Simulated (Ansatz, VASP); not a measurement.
**One calculation of HgTe, two programs**

The input INCAR:

```
PREC = Accurate
ENCUT = 520
EDIFF = 1E-8
ISMEAR = -1
SIGMA = 0.03
LREAL = F
LASPH = T
NELM = 80
ALGO = Normal
ISIF = 2
LWAVE = F
LCHARG = F
LEFG = T
NBANDS = 16
```

The input KPOINTS:

```
regular mesh
0
Gamma
  11 11 11
```

POSCAR

```
HgTe
1.0
    0.0000000000      3.2342093810      3.2342093810
    3.2342093810      0.0000000000      3.2342093810
    3.2342093810      3.2342093810      0.0000000000
Hg Te
1 1
Direct
    0.0000000000      0.0000000000      0.0000000000
    0.7500000000      0.7500000000      0.7500000000
```

Input for Ansatz:

```yaml
crystal:
  lattice:
    - [0.0, 3.234209381, 3.234209381]
    - [3.234209381, 0.0, 3.234209381]
    - [3.234209381, 3.234209381, 0.0]
  atoms:
    - { symbol: Hg, position: [0.0, 0.0, 0.0] }
    - { symbol: Te, position: [0.75, 0.75, 0.75] }
kpoints:
  mp_grid: { grid: [11, 11, 11] }
scf:
  occupations: { method: fermi_dirac, width: 0.03 }
hamiltonian:
  xc: lda
  pseudopotentials: { kind: all_electron, datasets: crystal }
output:
  forces: true
  stress: true
  eigenvalues: true
  efg: { contact_densities: true }
```

Change from the starting cell: volume scaled by 1.01, crystal datasets.

Alike in both runs: task electric field gradients; functional LDA; k mesh 11 × 11 × 11; occupations fermi-dirac, width 0.03 eV; no spin polarisation.

|  | VASP | Ansatz |
| --- | --- | --- |
| version | VASP 6.6.1 | Ansatz 0.2.0 |
| potentials or method | VASP PAW LDA potentials, release 64 (Hg, Te), cutoff 520 eV | all-electron PAW with datasets made for the crystal, scalar-relativistic |

VASP gave:

| Item | Value |
| --- | --- |
| pressure (GPa) | -0.5 |

Task: Estimate Ansatz's values.

Result: Pressure (GPa): -0.7.

LDA's correlation is that of Perdew and Zunger in VASP and of Perdew and Wang (1992) in Ansatz. Ansatz ran all-electron here, and VASP with PAW potentials.

Spin-orbit coupling is off throughout.
